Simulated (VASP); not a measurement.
# HfC (Fm-3m) in VASP: a series of runs

Runs on HfC. Level: r2SCAN. Tasks: relaxation of cell and atoms.

Everything below comes from runs of VASP 6.6.1. Logs are shortened: lines on timing, memory, paths and dates and some standing lists are left out, and cuts for length are marked.

## Step 1: The cell of the first run

It takes space group Fm-3m (No. 225, cubic). The conventional cell has a = 4.650 Å, b = 4.650 Å, c = 4.650 Å, α = 90.00°, β = 90.00°, γ = 90.00°. Within 3.1 Å of Hf (site symmetry m-3m) lie 6 C at 2.33 Å. C (site symmetry m-3m) has 6 Hf at 2.33 Å within 3.1 Å.

## Step 2: Relaxation of cell and atoms, r2SCAN, target pressure 30 GPa, at which the enthalpy is minimised

POSCAR

```
HfC
1.0
    0.0000000000      2.3250000000      2.3250000000
    2.3250000000      0.0000000000      2.3250000000
    2.3250000000      2.3250000000      0.0000000000
Hf C
1 1
Direct
    0.0000000000      0.0000000000      0.0000000000
    0.5000000000      0.5000000000      0.5000000000
```

INCAR.step1

```
  PREC = Accurate
  ENCUT = 600
  ISMEAR = -1
  SIGMA = 0.05
  LREAL = F
  LASPH = T
  NELM = 80
  GGA = PE
  ALGO = Normal
  EDIFF = 1E-4
  LWAVE = T
  LCHARG = F
```

INCAR.step2

```
  PREC = Accurate
  ENCUT = 600
  EDIFF = 1E-6
  ISMEAR = -1
  SIGMA = 0.05
  LREAL = F
  LASPH = T
  NELM = 80
  ALGO = Normal
  ISIF = 3
  LWAVE = F
  LCHARG = F
  METAGGA = R2SCAN
  LMIXTAU = T
  IBRION = 2
  NSW = 80
  EDIFFG = -0.01
  PSTRESS = 300.0
  ISTART = 1
```

KPOINTS

```
Automatic mesh
0
Gamma
  8 8 8
```

Potentials or basis: VASP PAW PBE potentials, release 64 (Hf_pv, C).

Started as:

```
> cat potpaw_PBE.64/Hf_pv/POTCAR potpaw_PBE.64/C/POTCAR > POTCAR
> cp INCAR.step1 INCAR
> mpirun -np 1 vasp_std > vasp.out
> cp INCAR.step2 INCAR
> mpirun -np 1 vasp_std > vasp.out
```

OUTCAR:

```text
PREC = Accurate
   ENCUT = 600
   EDIFF = 1E-6
   ISMEAR = -1
   LREAL = F
   LASPH = T
   NELM = 80
   ISIF = 3
   METAGGA = R2SCAN
   IBRION = 2
   NSW = 80
   EDIFFG = -0.01
   PSTRESS = 300.0
   ISTART = 1

 ion  position               nearest neighbor table
   1  0.000  0.000  0.000-   2 2.33   2 2.33   2 2.33   2 2.33   2 2.33   2 2.33
   2  0.500  0.500  0.500-   1 2.33   1 2.33   1 2.33   1 2.33   1 2.33   1 2.33

  LATTYP: Found a face centered cubic cell.
 ALAT       =     4.6500000000

  Lattice vectors:

 A1 = (   0.0000000000,   2.3250000000,   2.3250000000)
 A2 = (   2.3250000000,   0.0000000000,   2.3250000000)
 A3 = (   2.3250000000,   2.3250000000,   0.0000000000)

Analysis of symmetry for initial positions (statically):
=====================================================================
 Subroutine PRICEL returns:
 Original cell was already a primitive cell.

 Routine SETGRP: Setting up the symmetry group for a
 face centered cubic supercell.

 Subroutine GETGRP returns: Found 48 space group operations
 (whereof 48 operations were pure point group operations)
 out of a pool of 48 trial point group operations.

The static configuration has the point symmetry O_h .

Analysis of symmetry for dynamics (positions and initial velocities):
=====================================================================
 Subroutine PRICEL returns:
 Original cell was already a primitive cell.

 Routine SETGRP: Setting up the symmetry group for a
 face centered cubic supercell.

 Subroutine GETGRP returns: Found 48 space group operations
 (whereof 48 operations were pure point group operations)
 out of a pool of 48 trial point group operations.

The dynamic configuration has the point symmetry O_h .

 Subroutine INISYM returns: Found 48 space group operations
 (whereof 48 operations are pure point group operations),
 and found     1 'primitive' translations

----------------------------------------------------------------------------------------

                                     Primitive cell

  volume of cell :      25.1362

  direct lattice vectors                    reciprocal lattice vectors
     0.000000000  2.325000000  2.325000000    -0.215053763  0.215053763  0.215053763
     2.325000000  0.000000000  2.325000000     0.215053763 -0.215053763  0.215053763
     2.325000000  2.325000000  0.000000000     0.215053763  0.215053763 -0.215053763

  length of vectors
     3.288046533  3.288046533  3.288046533     0.372484045  0.372484045  0.372484045

  position of ions in fractional coordinates (direct lattice)
     0.000000000  0.000000000  0.000000000
     0.500000000  0.500000000  0.500000000

  ion indices of the primitive-cell ions
   primitive index   ion index
                 1           1
                 2           2

----------------------------------------------------------------------------------------

 KPOINTS: Automatic mesh

Automatic generation of k-mesh.
 Grid dimensions read from file:
 generate k-points for:    8    8    8

 Generating k-lattice:

  Cartesian coordinates                     Fractional coordinates (reciprocal lattice)
    -0.026881720  0.026881720  0.026881720     0.125000000  0.000000000  0.000000000
     0.026881720 -0.026881720  0.026881720     0.000000000  0.125000000  0.000000000
     0.026881720  0.026881720 -0.026881720     0.000000000  0.000000000  0.125000000

  Length of vectors
     0.046560506  0.046560506  0.046560506

  Shift w.r.t. Gamma in fractional coordinates (k-lattice)
     0.000000000  0.000000000  0.000000000

 Subroutine IBZKPT returns following result:
 ===========================================

 Found     29 irreducible k-points:

 Following reciprocal coordinates:
            Coordinates               Weight
  0.000000  0.000000  0.000000      1.000000
  0.125000  0.000000  0.000000      8.000000
  0.250000  0.000000  0.000000      8.000000
  0.375000  0.000000  0.000000      8.000000
  0.500000  0.000000  0.000000      4.000000
  0.125000  0.125000  0.000000      6.000000
[... 16 lines left out ...]
  0.500000  0.250000  0.125000     48.000000
 -0.375000  0.250000  0.125000     24.000000
 [... further k-points ...]
   k-points           NKPTS =     29   k-points in BZ     NKDIM =     29   number of bands    NBANDS=     11
   number of dos      NEDOS =    301   number of ions     NIONS =      2
   total plane-waves  NPLWV =  21952
   dimension x,y,z NGX =    28 NGY =   28 NGZ =   28
   dimension x,y,z NGXF=    56 NGYF=   56 NGZF=   56
   ions per type =               1   1
   NGX,Y,Z   is equivalent  to a cutoff of  14.16, 14.16, 14.16 a.u.
   NGXF,Y,Z  is equivalent  to a cutoff of  28.31, 28.31, 28.31 a.u.
 SYSTEM =  unknown system
   PREC   = accura    normal or accurate (medium, high low for compatibility)
   ISTART =      1    job   : 0-new  1-cont  2-samecut
   ICHARG =      0    charge: 1-file 2-atom 10-const
   ISPIN  =      1    spin polarized calculation?
   LNONCOLLINEAR =      F non collinear calculations
   LSORBIT =      F    spin-orbit coupling
   LASPH  =      T    aspherical Exc in radial PAW
   ENCUT  =  600.0 eV  44.10 Ry    6.64 a.u.   6.57  6.57  6.57*2*pi/ulx,y,z
   NELM   =     80;   NELMIN=  2; NELMDL=  0     # of ELM steps
   EDIFF  = 0.1E-05   stopping-criterion for ELM
   LREAL  =      F    real-space projection
   EDIFFG = -.1E-01   stopping-criterion for IOM
   NSW    =     80    number of steps for IOM
   IBRION =      2    ionic relax: 0-MD 1-quasi-New 2-CG
   NFREE  =      1    steps in history (QN), initial steepest desc. (CG)
   ISIF   =      3    stress and relaxation
   ISYM   =      2    0-nonsym 1-usesym 2-fastsym
   POTIM  = 0.5000    time-step for ionic-motion
   TEBEG  =    0.0;   TEEND  =   0.0 temperature during run
   PSTRESS=  300.0 pullay stress
   NELECT =      14.0000    total number of electrons
   NUPDOWN=      -1.0000    fix difference up-down
   EMIN   =  10.00;   EMAX   =-10.00  energy-range for DOS
   EFERMI =   0.00;   METHOD = LEGACY
   ISMEAR =    -1;   SIGMA  =   0.05  broadening in eV -4-tet -1-fermi 0-gaus
   EFERMI_NEDOS =   21; number of points for ismear=-14 and -15
   IALGO  =     38    algorithm
   IMIX   =      4    mixing-type and parameters
     AMIX     =   0.40;   BMIX     =  1.00
     AMIX_MAG =   1.60;   BMIX_MAG =  1.00
  volume/ion in A,a.u.               =      12.57        84.81
  Fermi-wavevector in a.u.,A,eV,Ry     =   1.346949  2.545365 24.684672  1.814272
  Thomas-Fermi vector in A             =   2.474740
   LORBIT       =      0    0 simple, 1 ext, 2 COOP (PROOUT), +10 PAW based schemes
   METAGGA = R2SCAN    functional components
   LHFCALC =     F    Hartree Fock is set to
   AEXX    =    0.0000 exact exchange contribution
   IVDW    =     0    specifies the selected vdW correction
   LEPSILON=     F    determine dielectric tensor
   LRPA    =     F    only Hartree local field effects (RPA)
 conjugate gradient relaxation of ions
 non-spin polarized calculation
  energy-cutoff  :      600.00
  volume of cell :       25.14
 maximum number of plane-waves:       869
 NGX is ok and might be reduce to    28
   NGX = 13   NGY = 13   NGZ = 13

--------------------------------------- Ionic step        1  -------------------------------------------

 number of electron      14.0000000 magnetization

 Free energy of the ion-electron system (eV)
  ---------------------------------------------------
  ext. energy  EPLUGINS =         0.00000000
  ---------------------------------------------------
  free energy    TOTEN  =       -57.33894154 eV

  energy without entropy =      -57.33713805  energy(sigma->0) =      -57.33803979

------------------------ aborting loop because EDIFF is reached ----------------------------------------

  FORCE on cell =-STRESS in cart. coord.  units (eV):
  Direction    XX          YY          ZZ          XY          YZ          ZX
  --------------------------------------------------------------------------------------
  -------------------------------------------------------------------------------------
  Total       -0.4180213     -0.4180213     -0.4180213     -0.0000000      0.0000000     -0.0000000
  in kB      -26.6446573    -26.6446573    -26.6446573     -0.0000000      0.0000000     -0.0000000
  external PRESSURE =    -326.6446573 kB  Pullay stress =     300.0000000 kB

 VOLUME and BASIS-vectors are now :
 -----------------------------------------------------------------------------
  energy-cutoff  :      600.00
  volume of cell :       25.14
      direct lattice vectors                 reciprocal lattice vectors
     0.000000000  2.325000000  2.325000000    -0.215053763  0.215053763  0.215053763
     2.325000000  0.000000000  2.325000000     0.215053763 -0.215053763  0.215053763
     2.325000000  2.325000000  0.000000000     0.215053763  0.215053763 -0.215053763
[... 122 lines left out ...]
  FREE ENERGIE OF THE ION-ELECTRON SYSTEM (eV)
  ---------------------------------------------------
  free  energy   TOTEN  =       -57.1536949850 eV

  energy  without entropy=      -57.1511506831  energy(sigma->0) =      -57.15242283

  enthalpy is  TOTEN    =       -52.9189768962 eV   P V=        4.2347180889

--------------------------------------- Ionic step        5  -------------------------------------------

 number of electron      14.0000001 magnetization

 Free energy of the ion-electron system (eV)
  ---------------------------------------------------
  ext. energy  EPLUGINS =         0.00000000
  ---------------------------------------------------
  free energy    TOTEN  =       -57.14146544 eV

  energy without entropy =      -57.13891479  energy(sigma->0) =      -57.14019012

 E-fermi :   6.6828     XC(G=0): -13.7178

 val. band max:        6.4944732174   @ k =   0.3750   0.3750   0.0000
 cond. band min:       6.7121896443   @ k =   0.1250   0.1250   0.0000
 fundamental gap:      0.2177164269
 Fermi energy:         6.6828099780

 k-point     1 :       0.0000    0.0000    0.0000
  band No.  band energies     occupation
      1     -23.4494      2.00000
      2     -23.4494      2.00000
      3     -23.4494      2.00000
      4      -6.8414      2.00000
      5       7.8176      0.00000
      6       7.8176      0.00000
      7       7.8176      0.00000
      8       8.4147      0.00000
      9       8.4147      0.00000
     10       8.4147      0.00000
     11      10.6466      0.00000

 k-point     2 :       0.1250    0.0000    0.0000
  band No.  band energies     occupation
      1     -23.6136      2.00000
      2     -23.4632      2.00000
      3     -23.4632      2.00000
      4      -6.3728      2.00000
      5       5.8579      2.00000
      6       6.3089      1.99887
      7       6.3089      1.99887
      8       9.0474      0.00000
      9       9.0474      0.00000
     10       9.4649      0.00000
     11      12.4810      0.00000
[... 295 lines left out ...]
 k-point    24 :      -0.3750    0.2500    0.1250
  band No.  band energies     occupation
      1     -24.3221      2.00000
      2     -23.8114      2.00000
      3     -23.6327      2.00000
      4      -3.2828      2.00000
      5       1.2510      2.00000
      6       3.6680      2.00000
      7       3.8246      2.00000
      8      11.3191      0.00000
      9      11.7561      0.00000
     10      13.9396      0.00000
     11      17.2855      0.00000

 [... further k-points ...]
[... 5 lines left out ...]
  --------------------------------------------------------------------------------------
  -------------------------------------------------------------------------------------
  Total        4.2231510      4.2231510      4.2231510      0.0000000      0.0000000     -0.0000000
  in kB      300.0658920    300.0658920    300.0658920      0.0000000      0.0000000     -0.0000000
  external PRESSURE =       0.0658920 kB  Pullay stress =     300.0000000 kB

 VOLUME and BASIS-vectors are now :
 -----------------------------------------------------------------------------
  energy-cutoff  :      600.00
  volume of cell :       22.55
      direct lattice vectors                 reciprocal lattice vectors
    -0.000000000  2.242333415  2.242333415    -0.222982005  0.222982005  0.222982005
     2.242333415  0.000000000  2.242333415     0.222982005 -0.222982005  0.222982005
     2.242333415  2.242333415  0.000000000     0.222982005  0.222982005 -0.222982005

 POSITION                                       TOTAL-FORCE (eV/Angst)
 -----------------------------------------------------------------------------------
      0.00000      0.00000      0.00000        -0.000000      0.000000     -0.000000
      2.24233      2.24233      2.24233         0.000000     -0.000000      0.000000
 -----------------------------------------------------------------------------------
    total drift:                                0.000000      0.000000      0.000000

  FREE ENERGIE OF THE ION-ELECTRON SYSTEM (eV)
  ---------------------------------------------------
  free  energy   TOTEN  =       -57.1414654420 eV

  energy  without entropy=      -57.1389147916  energy(sigma->0) =      -57.14019012

  enthalpy is  TOTEN    =       -52.9192417905 eV   P V=        4.2222236514

 reached required accuracy - stopping structural energy minimisation
```

Wall time 3.2 min (1 thread of Intel Xeon 6975P-C (Granite Rapids), shared host); peak memory 0.18 GiB.

What came out:

```yaml
Free_energy: -57.1415 eV
Relaxed_volume: 11.27 Å³/atom
Relaxed_cell: a = 3.171 Å, b = 3.171 Å, c = 3.171 Å, α = 60.00°, β = 60.00°, γ = 60.00°
Space_group_after_relaxing_to_0.05_Å: Fm-3m (No. 225)
Energy_change_on_relaxing_the_enthalpy_is_what_falls: +98.7 meV/atom
Ionic_steps: 5
Pressure_after_relaxing: 30.0 GPa
Band_gap_on_the_k_mesh: zero (band 7 reaches 7.82 eV, above the bottom of band 8 at 6.28 eV)
```

The path:
```
step  energy change (eV)  largest force (eV/Å)  pressure (GPa)  volume (Å³)
   1              0.0000                0.0000           -2.66        25.14
   2              3.7338                0.0000          206.83        16.92
   3              0.1504                0.0000           25.72        22.82
   4              0.1852                0.0000           28.93        22.62
   5              0.1975                0.0000           30.01        22.55
```

Final structure:
```xyz
2
Lattice="0.0000 2.2423 2.2423 2.2423 0.0000 2.2423 2.2423 2.2423 0.0000" Properties=species:S:1:pos:R:3 pbc="T T T"
Hf    0.0000    0.0000    0.0000
C     2.2423    2.2423    2.2423
```

Caveat: the cell is relaxed towards a set pressure, so the enthalpy falls and the energy may rise; the PAW data sets were made with another functional, which shifts forces and pressure a little; spin-orbit coupling is left out, which moves the levels of the heavy elements.

## Step 3: Relaxation of cell and atoms, r2SCAN, target pressure 45 GPa, at which the enthalpy is minimised

POSCAR is that of step 2.

INCAR.step1

```
SYSTEM = HfC
  PREC = Accurate
  ENCUT = 600
  ISMEAR = -1
  SIGMA = 0.05
  LREAL = .FALSE.
  LASPH = .TRUE.
  NELM = 60
  GGA = PE
  ALGO = Normal
  EDIFF = 1E-4
  LWAVE = .TRUE.
  LCHARG = .FALSE.
```

INCAR.step2

```
SYSTEM = HfC
  PREC = Accurate
  ENCUT = 600
  EDIFF = 1E-6
  ISMEAR = -1
  SIGMA = 0.05
  LREAL = .FALSE.
  LASPH = .TRUE.
  NELM = 60
  ALGO = Normal
  ISIF = 3
  LWAVE = .FALSE.
  LCHARG = .FALSE.
  METAGGA = R2SCAN
  LMIXTAU = .TRUE.
  IBRION = 2
  NSW = 80
  EDIFFG = -0.01
  PSTRESS = 450.0
  ISTART = 1
```

KPOINTS

```
regular mesh
0
G
  8 8 8
  0 0 0
```

Potentials or basis: VASP PAW PBE potentials, release 64 (Hf_pv, C).

Started as:

```
> cat potpaw_PBE.64/Hf_pv/POTCAR potpaw_PBE.64/C/POTCAR > POTCAR
> cp INCAR.step1 INCAR
> mpirun -np 1 vasp_std > vasp.out
> cp INCAR.step2 INCAR
> mpirun -np 1 vasp_std > vasp.out
```

Run time: 3 min. Hardware: 1 thread of Intel Xeon 6975P-C (Granite Rapids), shared host; peak memory 0.19 GiB.

Results (log left out):

```yaml
Free_energy: -56.9448 eV
Relaxed_volume: 10.85 Å³/atom
Relaxed_cell: a = 3.131 Å, b = 3.131 Å, c = 3.131 Å, α = 60.00°, β = 60.00°, γ = 60.00°
Space_group_after_relaxing_to_0.05_Å: Fm-3m (No. 225)
Energy_change_on_relaxing_the_enthalpy_is_what_falls: +197.1 meV/atom
Ionic_steps: 5
Pressure_after_relaxing: 45.0 GPa
Band_gap_on_the_k_mesh: zero (band 7 reaches 8.16 eV, above the bottom of band 8 at 6.60 eV)
```

Step by step:
```
step  energy change (eV)  largest force (eV/Å)  pressure (GPa)  volume (Å³)
   1              0.0000                0.0000           -2.66        25.14
   2              9.8301                0.0000          460.62        13.84
   3              0.2483                0.0000           34.24        22.29
   4              0.3400                0.0000           41.21        21.90
   5              0.3942                0.0000           45.03        21.70
```

Final structure:
```
Hf C
1.0
     0.00000    2.21387    2.21387
     2.21387    0.00000    2.21387
     2.21387    2.21387    0.00000
Hf C
1 1
Cartesian
  0.0000 0.0000 0.0000
  2.2139 2.2139 2.2139
```

Levels at points of the mesh, in eV from the Fermi level:
```tsv
k point	band 4	band 5	band 6	band 7	band 8	band 9	band 10	band 11
(0.00, 0.00, 0.00)	-13.73	1.15	1.15	1.15	1.72	1.72	1.72	4.08
(0.50, 0.00, 0.00)	-9.01	-6.97	-3.66	-3.66	6.63	6.63	7.28	7.83
(0.50, 0.50, 0.00)	-11.84	-2.48	-2.14	0.09	0.09	6.43	8.40	8.40
```

Caveat: the cell is relaxed towards a set pressure, so the enthalpy falls and the energy may rise; the PAW data sets were made with another functional, which shifts forces and pressure a little; spin-orbit coupling is left out, which moves the levels of the heavy elements.
